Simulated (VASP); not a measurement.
# SiO2 in VASP: a series of runs

Runs on SiO2. Level: PBE. Tasks: single point.

Everything below comes from runs of VASP 6.6.1. Logs are shortened: lines on timing, memory, paths and dates and some standing lists are left out, and cuts for length are marked.

## 1. The cell of the first run

The typed cell holds 6 atoms: a = 4.235 Å, b = 4.235 Å, c = 2.691 Å, α = 90.00°, β = 90.00°, γ = 90.00°.

## 2. Single point, PBE

INCAR reads:

```
SYSTEM = SiO2
PREC     = Accurate       ! precision mode
ENCUT    = 520            ! plane-wave cutoff, eV
EDIFF    = 1E-6           ! SCF threshold, eV
ISMEAR   = 0              ! smearing method
SIGMA    = 0.1            ! smearing width, eV
LREAL    = .False.        ! projectors in reciprocal space
LASPH    = .True.         ! aspherical terms in the spheres
NELM     = 60             ! most SCF steps
ALGO     = Normal         ! electronic algorithm
ISIF     = 2              ! what is computed and relaxed
LWAVE    = .False.        ! write WAVECAR
LCHARG   = .True.         ! write CHGCAR
GGA      = PE             ! functional
LELF     = .True.         ! ELF
LVHAR    = .True.       
NBANDS   = 25             ! bands
```

KPOINTS reads:

```
Automatic mesh
0
Gamma
  4 4 6
  0 0 0
```

POSCAR reads:

```
SiO2
1.0
    4.2349222077      0.0000000000      0.0000000000
    0.0000000000      4.2349222077      0.0000000000
    0.0000000000      0.0000000000      2.6907518680
Si O
2 4
Direct
    0.5000000000      0.0000000000      0.7499733284
    0.0000000000      0.5000000000      0.2500266716
    0.8069472017      0.3069472017      0.7499971304
    0.6930527983      0.8069472017      0.2500028696
    0.1930527983      0.6930527983      0.7499971304
    0.3069472017      0.1930527983      0.2500028696
```

Potentials or basis: VASP PAW PBE potentials, release 64 (Si, O).

Started as:

```bash
> cat potpaw_PBE.64/Si/POTCAR potpaw_PBE.64/O/POTCAR > POTCAR
> mpirun -np 1 vasp_std > vasp.out
```

OUTCAR:

```text
SYSTEM = SiO2
   PREC = Accurate
   ENCUT = 520
   EDIFF = 1E-6
   ISMEAR = 0
   LREAL = .False.
   LASPH = .True.
   NELM = 60
   ISIF = 2
   GGA = PE

 ion  position               nearest neighbor table
   1  0.500  0.000  0.750-   4 1.77   6 1.77   4 1.77   6 1.77   5 1.84   3 1.84
   2  0.000  0.500  0.250-   3 1.77   5 1.77   3 1.77   5 1.77   4 1.84   6 1.84
   3  0.807  0.307  0.750-   2 1.77   2 1.77   1 1.84
   4  0.693  0.807  0.250-   1 1.77   1 1.77   2 1.84
   5  0.193  0.693  0.750-   2 1.77   2 1.77   1 1.84
   6  0.307  0.193  0.250-   1 1.77   1 1.77   2 1.84

  LATTYP: Found a simple tetragonal cell.
 ALAT       =     4.2349222077
 C/A-ratio  =     0.6353722066

  Lattice vectors:

 A1 = (   4.2349222077,   0.0000000000,   0.0000000000)
 A2 = (   0.0000000000,   4.2349222077,   0.0000000000)
 A3 = (   0.0000000000,   0.0000000000,   2.6907518680)

Analysis of symmetry for initial positions (statically):
=====================================================================
 Subroutine PRICEL returns:
 Original cell was already a primitive cell.

 Routine SETGRP: Setting up the symmetry group for a
 simple tetragonal supercell.

 Subroutine GETGRP returns: Found  8 space group operations
 (whereof  4 operations were pure point group operations)
 out of a pool of 16 trial point group operations.

The static configuration has the point symmetry S_4 .
 The point group associated with its full space group is D_2d.

Analysis of symmetry for dynamics (positions and initial velocities):
=====================================================================
 Subroutine PRICEL returns:
 Original cell was already a primitive cell.

 Routine SETGRP: Setting up the symmetry group for a
 simple tetragonal supercell.

 Subroutine GETGRP returns: Found  8 space group operations
 (whereof  4 operations were pure point group operations)
 out of a pool of 16 trial point group operations.

The dynamic configuration has the point symmetry S_4 .
 The point group associated with its full space group is D_2d.

 Subroutine INISYM returns: Found  8 space group operations
 (whereof  4 operations are pure point group operations),
 and found     1 'primitive' translations

----------------------------------------------------------------------------------------

                                     Primitive cell

  volume of cell :      48.2575

  direct lattice vectors                    reciprocal lattice vectors
     4.234922208  0.000000000  0.000000000     0.236131846  0.000000000  0.000000000
     0.000000000  4.234922208  0.000000000     0.000000000  0.236131846  0.000000000
     0.000000000  0.000000000  2.690751868     0.000000000  0.000000000  0.371643336

  length of vectors
     4.234922208  4.234922208  2.690751868     0.236131846  0.236131846  0.371643336

  position of ions in fractional coordinates (direct lattice)
     0.500000000  0.000000000  0.749973328
     0.000000000  0.500000000  0.250026672
     0.806947202  0.306947202  0.749997130
     0.693052798  0.806947202  0.250002870
     0.193052798  0.693052798  0.749997130
     0.306947202  0.193052798  0.250002870

  ion indices of the primitive-cell ions
   primitive index   ion index
                 1           1
                 2           2
                 3           3
                 4           4
                 5           5
                 6           6

----------------------------------------------------------------------------------------

 KPOINTS: Automatic mesh

Automatic generation of k-mesh.
 Grid dimensions read from file:
 generate k-points for:    4    4    6

 Generating k-lattice:

  Cartesian coordinates                     Fractional coordinates (reciprocal lattice)
     0.059032962  0.000000000  0.000000000     0.250000000  0.000000000  0.000000000
     0.000000000  0.059032962  0.000000000     0.000000000  0.250000000  0.000000000
     0.000000000  0.000000000  0.061940556     0.000000000  0.000000000  0.166666667

  Length of vectors
     0.059032962  0.059032962  0.061940556

  Shift w.r.t. Gamma in fractional coordinates (k-lattice)
     0.000000000  0.000000000  0.000000000

 Subroutine IBZKPT returns following result:
 ===========================================

 Found     24 irreducible k-points:

 Following reciprocal coordinates:
            Coordinates               Weight
  0.000000  0.000000  0.000000      1.000000
  0.250000  0.000000  0.000000      4.000000
  0.500000  0.000000  0.000000      2.000000
  0.250000  0.250000  0.000000      4.000000
  0.500000  0.250000  0.000000      4.000000
  0.500000  0.500000  0.000000      1.000000
[... 16 lines left out ...]
  0.500000  0.250000  0.500000      4.000000
  0.500000  0.500000  0.500000      1.000000
   k-points           NKPTS =     24   k-points in BZ     NKDIM =     24   number of bands    NBANDS=     25
   number of dos      NEDOS =    301   number of ions     NIONS =      6
   total plane-waves  NPLWV =  20480
   dimension x,y,z NGX =    32 NGY =   32 NGZ =   20
   dimension x,y,z NGXF=    64 NGYF=   64 NGZF=   40
   ions per type =               2   4
   NGX,Y,Z   is equivalent  to a cutoff of  12.56, 12.56, 12.36 a.u.
   NGXF,Y,Z  is equivalent  to a cutoff of  25.12, 25.12, 24.71 a.u.
 SYSTEM =  SiO2
   PREC   = accura    normal or accurate (medium, high low for compatibility)
   ISTART =      0    job   : 0-new  1-cont  2-samecut
   ICHARG =      2    charge: 1-file 2-atom 10-const
   ISPIN  =      1    spin polarized calculation?
   LNONCOLLINEAR =      F non collinear calculations
   LSORBIT =      F    spin-orbit coupling
   LASPH  =      T    aspherical Exc in radial PAW
   ENCUT  =  520.0 eV  38.22 Ry    6.18 a.u.   7.87  7.87  5.00*2*pi/ulx,y,z
   NELM   =     60;   NELMIN=  2; NELMDL= -5     # of ELM steps
   EDIFF  = 0.1E-05   stopping-criterion for ELM
   LREAL  =      F    real-space projection
   EDIFFG = 0.1E-04   stopping-criterion for IOM
   NSW    =      0    number of steps for IOM
   IBRION =     -1    ionic relax: 0-MD 1-quasi-New 2-CG
   NFREE  =      0    steps in history (QN), initial steepest desc. (CG)
   ISIF   =      2    stress and relaxation
   ISYM   =      2    0-nonsym 1-usesym 2-fastsym
   POTIM  = 0.5000    time-step for ionic-motion
   TEBEG  =    0.0;   TEEND  =   0.0 temperature during run
   PSTRESS=    0.0 pullay stress
   NELECT =      32.0000    total number of electrons
   NUPDOWN=      -1.0000    fix difference up-down
   EMIN   =  10.00;   EMAX   =-10.00  energy-range for DOS
   EFERMI =   0.00;   METHOD = LEGACY
   ISMEAR =     0;   SIGMA  =   0.10  broadening in eV -4-tet -1-fermi 0-gaus
   EFERMI_NEDOS =   21; number of points for ismear=-14 and -15
   IALGO  =     38    algorithm
   IMIX   =      4    mixing-type and parameters
     AMIX     =   0.40;   BMIX     =  1.00
     AMIX_MAG =   1.60;   BMIX_MAG =  1.00
  volume/ion in A,a.u.               =       8.04        54.28
  Fermi-wavevector in a.u.,A,eV,Ry     =   1.427589  2.697753 27.728830  2.038012
  Thomas-Fermi vector in A             =   2.547743
   LORBIT       =      0    0 simple, 1 ext, 2 COOP (PROOUT), +10 PAW based schemes
   GGA     = PE    functional components
   LHFCALC =     F    Hartree Fock is set to
   AEXX    =    0.0000 exact exchange contribution
   IVDW    =     0    specifies the selected vdW correction
   LEPSILON=     F    determine dielectric tensor
   LRPA    =     F    only Hartree local field effects (RPA)
 non-spin polarized calculation
 Gauss-broadening in eV      SIGMA  =   0.10
  energy-cutoff  :      520.00
  volume of cell :       48.26
 maximum number of plane-waves:      1336
 NGX is ok and might be reduce to    32
   NGX = 15   NGY = 15   NGZ = 11

 number of electron      31.9999991 magnetization

 Free energy of the ion-electron system (eV)
  ---------------------------------------------------
  ext. energy  EPLUGINS =         0.00000000
  ---------------------------------------------------
  free energy    TOTEN  =       -46.31645557 eV

  energy without entropy =      -46.31645557  energy(sigma->0) =      -46.31645557

 E-fermi :   8.1650     XC(G=0): -12.0824

 val. band max:        7.7387988749   @ k =   0.0000   0.0000   0.0000
 cond. band min:      12.7684143366   @ k =   0.0000   0.0000   0.0000
 fundamental gap:      5.0296154617
 Fermi energy:         8.1650427425

 k-point     1 :       0.0000    0.0000    0.0000
  band No.  band energies     occupation
      1     -14.4768      2.00000
      2     -11.0140      2.00000
      3     -11.0140      2.00000
      4     -10.8539      2.00000
      5      -2.8725      2.00000
      6       1.5040      2.00000
[... 17 lines left out ...]
     24      21.4392      0.00000
     25      23.0855      0.00000

 k-point     2 :       0.2500    0.0000    0.0000
  band No.  band energies     occupation
      1     -14.1677      2.00000
      2     -12.0772      2.00000
      3     -10.8663      2.00000
      4     -10.4073      2.00000
      5      -2.4469      2.00000
      6       0.2144      2.00000
[... 17 lines left out ...]
     24      20.8651      0.00000
     25      22.7682      0.00000

 k-point     3 :       0.5000    0.0000    0.0000
  band No.  band energies     occupation
      1     -13.2984      2.00000
      2     -13.2984      2.00000
      3     -10.5405      2.00000
      4     -10.5405      2.00000
      5      -1.3413      2.00000
      6      -1.3413      2.00000
[... 552 lines left out ...]
 k-point    23 :       0.5000    0.2500    0.5000
  band No.  band energies     occupation
      1     -11.6361      2.00000
      2     -11.6361      2.00000
      3     -10.4703      2.00000
      4     -10.4703      2.00000
      5      -2.2944      2.00000
      6      -2.2944      2.00000
[... 17 lines left out ...]
     24      21.1961      0.00000
     25      22.8290      0.00000

 k-point    24 :       0.5000    0.5000    0.5000
  band No.  band energies     occupation
      1     -11.6024      2.00000
      2     -11.6024      2.00000
      3     -10.4437      2.00000
      4     -10.4437      2.00000
      5      -2.7715      2.00000
      6      -2.7715      2.00000
[... 17 lines left out ...]
     24      21.6609      0.00000
     25      22.9398      0.00000

------------------------ aborting loop because EDIFF is reached ----------------------------------------

  FORCE on cell =-STRESS in cart. coord.  units (eV):
  Direction    XX          YY          ZZ          XY          YZ          ZX
  --------------------------------------------------------------------------------------
  -------------------------------------------------------------------------------------
  Total        0.0132382      0.0132382      0.1786025      0.0000000      0.0000000      0.0000000
  in kB        0.4395156      0.4395156      5.9297135      0.0000000      0.0000000      0.0000000
  external PRESSURE =       2.2695815 kB  Pullay stress =       0.0000000 kB

 VOLUME and BASIS-vectors are now :
 -----------------------------------------------------------------------------
  energy-cutoff  :      520.00
  volume of cell :       48.26
      direct lattice vectors                 reciprocal lattice vectors
     4.234922208  0.000000000  0.000000000     0.236131846  0.000000000  0.000000000
     0.000000000  4.234922208  0.000000000     0.000000000  0.236131846  0.000000000
     0.000000000  0.000000000  2.690751868     0.000000000  0.000000000  0.371643336

 POSITION                                       TOTAL-FORCE (eV/Angst)
 -----------------------------------------------------------------------------------
      2.11746      0.00000      2.01799         0.000000     -0.000000      0.001680
      0.00000      2.11746      0.67276         0.000000     -0.000000     -0.001680
      3.41736      1.29990      2.01806        -0.012261     -0.012261      0.000806
      2.93502      3.41736      0.67270         0.012261     -0.012261     -0.000806
      0.81756      2.93502      2.01806         0.012261      0.012261      0.000806
      1.29990      0.81756      0.67270        -0.012261      0.012261     -0.000806
 -----------------------------------------------------------------------------------
    total drift:                                0.000000      0.000000      0.000000

  FREE ENERGIE OF THE ION-ELECTRON SYSTEM (eV)
  ---------------------------------------------------
  free  energy   TOTEN  =       -46.3164555706 eV

  energy  without entropy=      -46.3164555706  energy(sigma->0) =      -46.31645557
```

It took 31 s on 1 thread of Intel Xeon Platinum 8259CL at 2.50GHz (Skylake/Cascade Lake), shared host; peak memory 0.15 GiB.

Results:

| Item | Value |
| --- | --- |
| Free energy | -46.3165 eV |
| Pressure | 0.2 GPa |
| Largest force | 0.017 eV/Å |
| Band gap on the k mesh | 5.03 eV |

Forces in eV/Å, atoms in the order of the input:
```
Si   0.000  0.000  0.002
Si   0.000  0.000 -0.002
O   -0.012 -0.012  0.001
O    0.012 -0.012 -0.001
O    0.012  0.012  0.001
O   -0.012  0.012 -0.001
```

## 3. Single point, PBE

INCAR reads:

```
PREC     = Accurate       # precision mode
ENCUT    = 520            # plane-wave cutoff, eV
EDIFF    = 1E-6           # SCF threshold, eV
ISMEAR   = 0              # smearing method
SIGMA    = 0.02           # smearing width, eV
LREAL    = False          # projectors in reciprocal space
LASPH    = True           # aspherical terms in the spheres
NELM     = 100            # most SCF steps
ALGO     = Normal         # electronic algorithm
ISIF     = 2              # what is computed and relaxed
LWAVE    = False          # write WAVECAR
LCHARG   = True           # write CHGCAR
GGA      = PE             # functional
LELF     = True           # ELF
LVHAR    = True         
NBANDS   = 25             # bands
```

KPOINTS reads:

```
Automatic mesh
0
Gamma
  6 6 8
```

POSCAR reads:

```
SiO2
1.0
    4.2359250091      0.0000000000      0.0000000000
    0.0000000000      4.2359250091      0.0000000000
    0.0000000000      0.0000000000      2.6905855888
Si O
2 4
Direct
    0.0000000000      0.0000000000      0.5000000000
    0.5000000000      0.5000000000      0.0000000000
    0.3069647403      0.3069647403      0.5000000000
    0.1930352597      0.8069647403      0.0000000000
    0.6930352597      0.6930352597      0.5000000000
    0.8069647403      0.1930352597      0.0000000000
```

Potentials or basis: VASP PAW PBE potentials, release 64 (Si, O).

Started as:

```bash
> cat potpaw_PBE.64/Si/POTCAR potpaw_PBE.64/O/POTCAR > POTCAR
> mpirun -np 1 vasp_std > vasp.out
```

It took 52 s on 1 thread of Intel Xeon Platinum 8259CL at 2.50GHz (Skylake/Cascade Lake), shared host; peak memory 0.17 GiB.

It converged, with:

```
Free energy            : -46.3169 eV
Pressure               : 0.1 GPa
Largest force          : 0.016 eV/Å
Band gap on the k mesh : 5.02 eV
```

Forces in eV/Å, atoms in the order of the input:
```
Si   0.000  0.000  0.000
Si   0.000  0.000  0.000
O   -0.011 -0.011  0.000
O    0.011 -0.011  0.000
O    0.011  0.011  0.000
O   -0.011  0.011  0.000
```

Stress tensor (GPa, compression positive):
```
-0.07  0.00  0.00
 0.00 -0.07  0.00
 0.00  0.00  0.54
```

Levels at points of the mesh, in eV from the valence-band top:
| k point | band 12 | band 13 | band 14 | band 15 | band 16 | band 17 | band 18 | band 19 | band 20 | band 21 |
| --- | --- | --- | --- | --- | --- | --- | --- | --- | --- | --- |
| (0.00, 0.00, 0.00) | -3.02 | -2.50 | -0.85 | -0.85 | 0.00 | 5.02 | 6.61 | 8.29 | 8.29 | 11.08 |
| (0.50, 0.00, 0.00) | -3.70 | -2.61 | -2.61 | -1.04 | -1.04 | 7.30 | 7.30 | 8.88 | 8.88 | 10.76 |
| (0.50, 0.50, 0.00) | -3.14 | -2.53 | -2.53 | -2.17 | -2.17 | 7.01 | 7.01 | 9.78 | 9.78 | 12.67 |
| (0.00, 0.00, 0.50) | -4.46 | -2.87 | -2.87 | -2.56 | -2.56 | 8.63 | 8.63 | 12.20 | 12.20 | 12.33 |
| (0.50, 0.00, 0.50) | -3.80 | -2.21 | -2.21 | -1.67 | -1.67 | 8.43 | 8.43 | 9.43 | 9.43 | 12.11 |
| (0.50, 0.50, 0.50) | -4.34 | -1.73 | -1.73 | -1.47 | -1.47 | 6.81 | 6.81 | 10.69 | 10.69 | 11.59 |

A k mesh can miss the band edges.

(Continued in part 2 of 2.)
